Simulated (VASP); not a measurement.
A run of VASP 6.6.1 is set up as follows.

Contents of INCAR:

```
SYSTEM = MgO
PREC     = Accurate       ! precision mode
ENCUT    = 520            ! plane-wave cutoff, eV
EDIFF    = 1E-7           ! SCF threshold, eV
ISMEAR   = 0              ! smearing method
SIGMA    = 0.02           ! smearing width, eV
LREAL    = .FALSE.        ! projectors in reciprocal space
LASPH    = .TRUE.         ! aspherical terms in the spheres
NELM     = 60             ! most SCF steps
ALGO     = Normal         ! electronic algorithm
ISIF     = 2              ! what is computed and relaxed
LWAVE    = .FALSE.        ! write WAVECAR
LCHARG   = .FALSE.        ! write CHGCAR
GGA      = PS             ! functional
NBANDS   = 16             ! bands
```

File KPOINTS:

```
regular mesh
0
G
  9 9 6
  0 0 0
```

The input POSCAR:

```
MgO
1.0
    3.3568083896      0.0000000000      0.0000000000
   -1.6784041949      2.9070813410      0.0000000000
    0.0000000000      0.0000000000      4.7577550761
Mg O
2 2
Direct
    0.3333333300      0.6666666700      0.0142009651
    0.6666666700      0.3333333300      0.5142009651
    0.3333333300      0.6666666700      0.3903990349
    0.6666666700      0.3333333300      0.8903990349
```

Potentials or basis: VASP PAW PBE potentials, release 64 (Mg, O).

The run is started by

```sh
$ cat potpaw_PBE.64/Mg/POTCAR potpaw_PBE.64/O/POTCAR > POTCAR
$ mpirun -np 1 vasp_std > vasp.out
```

**Question.** Predict the band gap on the k mesh.

**Answer.** 3.49 eV, direct.

**Question.** Estimate the pressure.

**Answer.** 6.7 GPa.

Forces on the atoms (eV/Å):
```
Mg   0.000  0.000 -2.537
Mg   0.000  0.000 -2.537
O    0.000  0.000  2.537
O    0.000  0.000  2.537
```

Caveat: the cell differs from its parent crystal (strained and its atoms moved); the PAW data sets were made with another functional, which shifts forces and pressure a little. A k mesh can miss the band edges.
